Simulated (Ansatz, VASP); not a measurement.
BeCdCu3 in VASP and in Ansatz

```xyz
5
Lattice="2.1663 -3.7314 0.0000 2.1663 3.7314 0.0000 0.0000 0.0000 4.9973" Properties=species:S:1:pos:R:3 pbc="T T T"
Be    0.0000    0.0000    2.4987
Cd    0.0000    0.0000    0.0000
Cu    2.1663    0.0000    2.4987
Cu    1.0831    1.8657    2.4987
Cu    1.0831   -1.8657    2.4987
```

Alike in both runs: task single point; functional PBE; k mesh 4 × 4 × 4; occupations gaussian, width 0.1 eV; no spin polarisation.

|  | VASP | Ansatz |
| --- | --- | --- |
| version | VASP 6.6.1 | Ansatz 0.2.0 |
| potentials or method | VASP PAW PBE potentials, release 64 (Be, Cd, Cu), cutoff 520 eV | scalar-relativistic, plane waves, PAW |
| valence electrons in the cell | 47 | 79 |

```csv
,VASP,Ansatz,Ansatz less VASP
gap on the k mesh at the Fermi level (eV),none,none,-
pressure (GPa),19.8,19.6,-0.13
"traceless stress, the component that is largest in VASP (GPa)",-21.40,-21.21,+0.192
```

A gap of «none» marks a metal or a gap that the smearing closes. With one functional, cell and mesh, what is left measures potentials, basis and numerics. VASP's potentials hold 47 valence electrons a cell and Ansatz's 79, so a difference there can come from the potentials and not from the codes.

The k mesh is coarse, so the values compare programs but aren't converged.
